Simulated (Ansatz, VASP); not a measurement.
**SnO2 in VASP and in Ansatz**

```
CELL_PARAMETERS angstrom
4.44149 0.00000 0.00000
0.00000 4.44149 0.00000
0.00000 0.00000 2.97895
ATOMIC_POSITIONS crystal
Sn 0.00000 0.00000 0.00000
Sn 0.50000 0.50000 0.50000
O 0.30661 0.30661 0.00000
O 0.19339 0.80661 0.50000
O 0.69339 0.69339 0.00000
O 0.80661 0.19339 0.50000
```

Change from the starting cell: strain -0.080 along x and y, -0.080 along z, atoms carried along.

Alike in both runs: task single point; functional PBE; k mesh 6 × 6 × 8; occupations gaussian, width 0.05 eV; no spin polarisation.

|  | VASP | Ansatz |
| --- | --- | --- |
| version | VASP 6.6.1 | Ansatz 0.2.0 |
| potentials or method | VASP PAW PBE potentials, release 64 (Sn_d, O), cutoff 520 eV | scalar-relativistic, plane waves, PAW |
| valence electrons in the cell | 52 | 52 |

Ansatz gave:

| Item | Value |
| --- | --- |
| gap on the k mesh at the Fermi level (eV) | 3.84 |
| least direct gap on the mesh (eV) | 3.84 |
| pressure (GPa) | 82.4 |
| traceless stress, the component that is largest in VASP (GPa) | 16.10 |
| rms of the force components (eV/Å) | 0.589 |

Q: Estimate VASP's values.

A: gap on the k mesh at the Fermi level (eV): 3.84; least direct gap on the mesh (eV): 3.84; pressure (GPa): 83.5; traceless stress, the component that is largest in VASP (GPa): 16.43; rms of the force components (eV/Å): 0.602.

Atom by atom the forces differ by 0.014 eV/Å (rms over components). Both programs put the cell under a high pressure, so it lies far from rest at this level.

Noted on VASP's run: the cell as given lies far from equilibrium.
